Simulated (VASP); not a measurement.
# CdF2 (CdI2 type) (P-3m1) in VASP: single point with PBE

Aim: the single point of CdF2 (CdI2 type) with PBE.

Everything below comes from runs of VASP 6.6.1. Logs are shortened: lines on timing, memory, paths and dates and some standing lists are left out, and cuts for length are marked.

## 1. The cell of the first run

The structure is trigonal, space group P-3m1 (No. 164). Conventional cell: a = 3.553 Å, b = 3.553 Å, c = 4.966 Å, α = 90.00°, β = 90.00°, γ = 120.00°. Cd (site symmetry -3m) has 6 F at 2.28 Å within 3.0 Å. F (site symmetry 3m) has 3 Cd at 2.28 Å and 3 F at 2.86 Å within 3.0 Å.

## 2. Single point, PBE

INCAR

```
SYSTEM = CdF2
ALGO     = Normal         ! electronic algorithm
EDIFF    = 1E-6           ! SCF threshold, eV
ENCUT    = 600            ! plane-wave cutoff, eV
GGA      = PE             ! functional
GGA_COMPAT= .FALSE.      
ISIF     = 2              ! what is computed and relaxed
ISMEAR   = -1             ! smearing method
LASPH    = .TRUE.         ! aspherical terms in the spheres
LCHARG   = .FALSE.        ! write CHGCAR
LREAL    = .FALSE.        ! projectors in reciprocal space
LWAVE    = .FALSE.        ! write WAVECAR
NBANDS   = 24             ! bands
NELM     = 120            ! most SCF steps
PREC     = Accurate       ! precision mode
SIGMA    = 0.05           ! smearing width, eV
```

KPOINTS

```
k-points
0
G
  13 13 7
  0 0 0
```

POSCAR

```
CdF2
1.0
    3.5533765355      0.0000000000      0.0000000000
   -1.7766882678      3.0773143490      0.0000000000
    0.0000000000      0.0000000000      4.9659492844
Cd F
1 2
Direct
    0.0000000000      0.0000000000      0.0000000000
    0.3333333333      0.6666666667      0.2003368176
    0.6666666667      0.3333333333      0.7996631824
```

Potentials or basis: VASP PAW PBE potentials, release 64 (Cd_sv_GW, F).

On the command line:

```sh
> cat potpaw_PBE.64/Cd_sv_GW/POTCAR potpaw_PBE.64/F/POTCAR > POTCAR
> mpirun -np 1 vasp_std > vasp.out
```

OUTCAR:

```text
SYSTEM = CdF2
   EDIFF = 1E-6
   ENCUT = 600
   GGA = PE
   ISIF = 2
   ISMEAR = -1
   LASPH = .TRUE.
   LREAL = .FALSE.
   NELM = 120
   PREC = Accurate

 ion  position               nearest neighbor table
   1  0.000  0.000  0.000-   2 2.28   3 2.28   3 2.28   2 2.28   3 2.28   2 2.28
   2  0.333  0.667  0.200-   1 2.28   1 2.28   1 2.28
   3  0.667  0.333  0.800-   1 2.28   1 2.28   1 2.28

  LATTYP: Found a hexagonal cell.
 ALAT       =     3.5533765355
 C/A-ratio  =     1.3975297115

  Lattice vectors:

 A1 = (   3.5533765355,   0.0000000000,   0.0000000000)
 A2 = (  -1.7766882678,   3.0773143490,   0.0000000000)
 A3 = (   0.0000000000,   0.0000000000,   4.9659492844)

Analysis of symmetry for initial positions (statically):
=====================================================================
 Subroutine PRICEL returns:
 Original cell was already a primitive cell.

 Routine SETGRP: Setting up the symmetry group for a
 hexagonal supercell.

 Subroutine GETGRP returns: Found 12 space group operations
 (whereof 12 operations were pure point group operations)
 out of a pool of 24 trial point group operations.

The static configuration has the point symmetry D_3d.

Analysis of symmetry for dynamics (positions and initial velocities):
=====================================================================
 Subroutine PRICEL returns:
 Original cell was already a primitive cell.

 Routine SETGRP: Setting up the symmetry group for a
 hexagonal supercell.

 Subroutine GETGRP returns: Found 12 space group operations
 (whereof 12 operations were pure point group operations)
 out of a pool of 24 trial point group operations.

The dynamic configuration has the point symmetry D_3d.

 Subroutine INISYM returns: Found 12 space group operations
 (whereof 12 operations are pure point group operations),
 and found     1 'primitive' translations

----------------------------------------------------------------------------------------

                                     Primitive cell

  volume of cell :      54.3019

  direct lattice vectors                    reciprocal lattice vectors
     3.553376535  0.000000000  0.000000000     0.281422470  0.162479339  0.000000000
    -1.776688268  3.077314349  0.000000000     0.000000000  0.324958677  0.000000000
     0.000000000  0.000000000  4.965949284     0.000000000  0.000000000  0.201371368

  length of vectors
     3.553376535  3.553376536  4.965949284     0.324958677  0.324958677  0.201371368

  position of ions in fractional coordinates (direct lattice)
     0.000000000  0.000000000  0.000000000
     0.333333333  0.666666667  0.200336818
     0.666666667  0.333333333  0.799663182

  ion indices of the primitive-cell ions
   primitive index   ion index
                 1           1
                 2           2
                 3           3

----------------------------------------------------------------------------------------

 KPOINTS: k-points

Automatic generation of k-mesh.
 Grid dimensions read from file:
 generate k-points for:   13   13    7

 Generating k-lattice:

  Cartesian coordinates                     Fractional coordinates (reciprocal lattice)
     0.021647882  0.012498411  0.000000000     0.076923077 -0.000000000  0.000000000
     0.000000000  0.024996821  0.000000000     0.000000000  0.076923077  0.000000000
     0.000000000  0.000000000  0.028767338     0.000000000  0.000000000  0.142857143

  Length of vectors
     0.024996821  0.024996821  0.028767338

  Shift w.r.t. Gamma in fractional coordinates (k-lattice)
     0.000000000  0.000000000  0.000000000

 Subroutine IBZKPT returns following result:
 ===========================================

 Found    126 irreducible k-points:

 Following reciprocal coordinates:
            Coordinates               Weight
  0.000000  0.000000  0.000000      1.000000
  0.076923  0.000000  0.000000      6.000000
  0.153846  0.000000  0.000000      6.000000
  0.230769 -0.000000  0.000000      6.000000
  0.307692  0.000000  0.000000      6.000000
  0.384615 -0.000000  0.000000      6.000000
[... 16 lines left out ...]
  0.076923  0.000000  0.142857      6.000000
  0.000000  0.076923  0.142857      6.000000
 [... further k-points ...]
   k-points           NKPTS =    126   k-points in BZ     NKDIM =    126   number of bands    NBANDS=     24
   number of dos      NEDOS =    301   number of ions     NIONS =      3
   total plane-waves  NPLWV =  31360
   dimension x,y,z NGX =    28 NGY =   28 NGZ =   40
   dimension x,y,z NGXF=    56 NGYF=   56 NGZF=   80
   ions per type =               1   2
   NGX,Y,Z   is equivalent  to a cutoff of  13.10, 13.10, 13.39 a.u.
   NGXF,Y,Z  is equivalent  to a cutoff of  26.20, 26.20, 26.78 a.u.
 SYSTEM =  CdF2
   PREC   = accura    normal or accurate (medium, high low for compatibility)
   ISTART =      0    job   : 0-new  1-cont  2-samecut
   ICHARG =      2    charge: 1-file 2-atom 10-const
   ISPIN  =      1    spin polarized calculation?
   LNONCOLLINEAR =      F non collinear calculations
   LSORBIT =      F    spin-orbit coupling
   LASPH  =      T    aspherical Exc in radial PAW
   ENCUT  =  600.0 eV  44.10 Ry    6.64 a.u.   7.10  7.10  9.92*2*pi/ulx,y,z
   NELM   =    120;   NELMIN=  2; NELMDL= -5     # of ELM steps
   EDIFF  = 0.1E-05   stopping-criterion for ELM
   LREAL  =      F    real-space projection
   EDIFFG = 0.1E-04   stopping-criterion for IOM
   NSW    =      0    number of steps for IOM
   IBRION =     -1    ionic relax: 0-MD 1-quasi-New 2-CG
   NFREE  =      0    steps in history (QN), initial steepest desc. (CG)
   ISIF   =      2    stress and relaxation
   ISYM   =      2    0-nonsym 1-usesym 2-fastsym
   POTIM  = 0.5000    time-step for ionic-motion
   TEBEG  =    0.0;   TEEND  =   0.0 temperature during run
   PSTRESS=    0.0 pullay stress
   NELECT =      34.0000    total number of electrons
   NUPDOWN=      -1.0000    fix difference up-down
   EMIN   =  10.00;   EMAX   =-10.00  energy-range for DOS
   EFERMI =   0.00;   METHOD = LEGACY
   ISMEAR =    -1;   SIGMA  =   0.05  broadening in eV -4-tet -1-fermi 0-gaus
   EFERMI_NEDOS =   21; number of points for ismear=-14 and -15
   IALGO  =     38    algorithm
   IMIX   =      4    mixing-type and parameters
     AMIX     =   0.40;   BMIX     =  1.00
     AMIX_MAG =   1.60;   BMIX_MAG =  1.00
  volume/ion in A,a.u.               =      18.10       122.15
  Fermi-wavevector in a.u.,A,eV,Ry     =   1.400542  2.646640 26.688056  1.961517
  Thomas-Fermi vector in A             =   2.523492
   LORBIT       =      0    0 simple, 1 ext, 2 COOP (PROOUT), +10 PAW based schemes
   GGA     = PE    functional components
   LHFCALC =     F    Hartree Fock is set to
   AEXX    =    0.0000 exact exchange contribution
   IVDW    =     0    specifies the selected vdW correction
   LEPSILON=     F    determine dielectric tensor
   LRPA    =     F    only Hartree local field effects (RPA)
 non-spin polarized calculation
  energy-cutoff  :      600.00
  volume of cell :       54.30
 maximum number of plane-waves:      1826
   NGX = 15   NGY = 15   NGZ = 19

 number of electron      34.0000004 magnetization

 Free energy of the ion-electron system (eV)
  ---------------------------------------------------
  ext. energy  EPLUGINS =         0.00000000
  ---------------------------------------------------
  free energy    TOTEN  =       -10.79866144 eV

  energy without entropy =      -10.79866144  energy(sigma->0) =      -10.79866144

 E-fermi :  -0.8627     XC(G=0):  -8.5693

 val. band max:       -2.0621275003   @ k =   0.0000   0.0000   0.4286
 cond. band min:       1.3599852326   @ k =   0.0000   0.0000   0.0000
 fundamental gap:      3.4221127329
 Fermi energy:        -0.8626594601

 k-point     1 :       0.0000    0.0000    0.0000
  band No.  band energies     occupation
      1    -100.6001      2.00000
      2     -61.7486      2.00000
      3     -61.6681      2.00000
      4     -61.6681      2.00000
      5     -22.2421      2.00000
      6     -21.7606      2.00000
[... 16 lines left out ...]
     23      17.4261      0.00000
     24      17.4453      0.00000

 k-point     2 :       0.0769    0.0000    0.0000
  band No.  band energies     occupation
      1    -100.6001      2.00000
      2     -61.7486      2.00000
      3     -61.6683      2.00000
      4     -61.6682      2.00000
      5     -22.2295      2.00000
      6     -21.7666      2.00000
[... 16 lines left out ...]
     23      16.4173      0.00000
     24      17.8441      0.00000

 k-point     3 :       0.1538    0.0000    0.0000
  band No.  band energies     occupation
      1    -100.6001      2.00000
      2     -61.7485      2.00000
      3     -61.6691      2.00000
      4     -61.6683      2.00000
      5     -22.1942      2.00000
      6     -21.7837      2.00000
[... 16 lines left out ...]
     23      15.2189      0.00000
     24      17.5329      0.00000

 k-point     4 :       0.2308   -0.0000    0.0000
  band No.  band energies     occupation
      1    -100.6000      2.00000
      2     -61.7484      2.00000
      3     -61.6703      2.00000
      4     -61.6686      2.00000
      5     -22.1423      2.00000
      6     -21.8095      2.00000
[... 16 lines left out ...]
     23      14.1562      0.00000
     24      16.1692      0.00000

 k-point     5 :       0.3077    0.0000    0.0000
  band No.  band energies     occupation
      1    -100.6000      2.00000
      2     -61.7483      2.00000
      3     -61.6717      2.00000
      4     -61.6689      2.00000
      5     -22.0825      2.00000
      6     -21.8409      2.00000
[... 16 lines left out ...]
     23      13.2701      0.00000
     24      14.9068      0.00000

 k-point     6 :       0.3846   -0.0000    0.0000
  band No.  band energies     occupation
      1    -100.5999      2.00000
      2     -61.7482      2.00000
      3     -61.6727      2.00000
      4     -61.6692      2.00000
      5     -22.0240      2.00000
      6     -21.8756      2.00000
[... 16 lines left out ...]
     23      13.0071      0.00000
     24      13.8722      0.00000
[... 379 lines left out ...]
 k-point    21 :       0.3077    0.3077    0.0000
  band No.  band energies     occupation
      1    -100.5999      2.00000
      2     -61.7482      2.00000
      3     -61.6722      2.00000
      4     -61.6713      2.00000
      5     -21.9469      2.00000
      6     -21.9223      2.00000
[... 16 lines left out ...]
     23      13.3653      0.00000
     24      13.4827      0.00000

 k-point    22 :       0.0000    0.0000    0.1429
  band No.  band energies     occupation
      1    -100.6001      2.00000
      2     -61.7487      2.00000
      3     -61.6681      2.00000
      4     -61.6681      2.00000
      5     -22.2373      2.00000
      6     -21.7657      2.00000
[... 16 lines left out ...]
     23      17.2291      0.00000
     24      17.7806      0.00000

 k-point    23 :       0.0769    0.0000    0.1429
  band No.  band energies     occupation
      1    -100.6001      2.00000
      2     -61.7487      2.00000
      3     -61.6682      2.00000
      4     -61.6681      2.00000
      5     -22.2248      2.00000
      6     -21.7715      2.00000
[... 16 lines left out ...]
     23      16.2703      0.00000
     24      17.9615      0.00000

 k-point    24 :       0.0000    0.0769    0.1429
  band No.  band energies     occupation
      1    -100.6001      2.00000
      2     -61.7487      2.00000
      3     -61.6682      2.00000
      4     -61.6681      2.00000
      5     -22.2249      2.00000
      6     -21.7715      2.00000
[... 16 lines left out ...]
     23      16.2957      0.00000
     24      17.9540      0.00000

 [... further k-points ...]

------------------------ aborting loop because EDIFF is reached ----------------------------------------

  FORCE on cell =-STRESS in cart. coord.  units (eV):
  Direction    XX          YY          ZZ          XY          YZ          ZX
  --------------------------------------------------------------------------------------
  -------------------------------------------------------------------------------------
  Total       -0.1518604     -0.1518604     -0.1897261      0.0000000      0.0000000      0.0000000
  in kB       -4.4806367     -4.4806367     -5.5978634      0.0000000      0.0000000      0.0000000
  external PRESSURE =      -4.8530456 kB  Pullay stress =       0.0000000 kB

 VOLUME and BASIS-vectors are now :
 -----------------------------------------------------------------------------
  energy-cutoff  :      600.00
  volume of cell :       54.30
      direct lattice vectors                 reciprocal lattice vectors
     3.553376535  0.000000000  0.000000000     0.281422470  0.162479339  0.000000000
    -1.776688268  3.077314349  0.000000000     0.000000000  0.324958677  0.000000000
     0.000000000  0.000000000  4.965949284     0.000000000  0.000000000  0.201371368

 POSITION                                       TOTAL-FORCE (eV/Angst)
 -----------------------------------------------------------------------------------
      0.00000      0.00000      0.00000        -0.000000      0.000000      0.000000
     -0.00000      2.05154      0.99486         0.000000      0.000000      0.004240
      1.77669      1.02577      3.97109        -0.000000     -0.000000     -0.004240
 -----------------------------------------------------------------------------------
    total drift:                               -0.000000      0.000000      0.000000

  FREE ENERGIE OF THE ION-ELECTRON SYSTEM (eV)
  ---------------------------------------------------
  free  energy   TOTEN  =       -10.7986614420 eV

  energy  without entropy=      -10.7986614420  energy(sigma->0) =      -10.79866144
```

Run time: 3 min. Hardware: 1 thread of Intel Xeon Platinum 8375C at 2.90GHz (Ice Lake), shared host; peak memory 0.34 GiB.

What came out:

| Quantity | Value |
| --- | --- |
| Free energy | -10.7987 eV |
| Pressure | -0.5 GPa |
| Largest force | 0.004 eV/Å |
| Band gap on the k mesh | 3.42 eV (least direct gap 3.45 eV) |

Forces on the atoms (eV/Å):
```
Cd   0.000  0.000  0.000
F    0.000  0.000  0.004
F    0.000  0.000 -0.004
```

Stress tensor (GPa, compression positive):
```
-0.45  0.00  0.00
 0.00 -0.45  0.00
 0.00  0.00 -0.56
```

Caveat: an odd mesh through Γ misses points on the zone boundary, where band edges can lie.
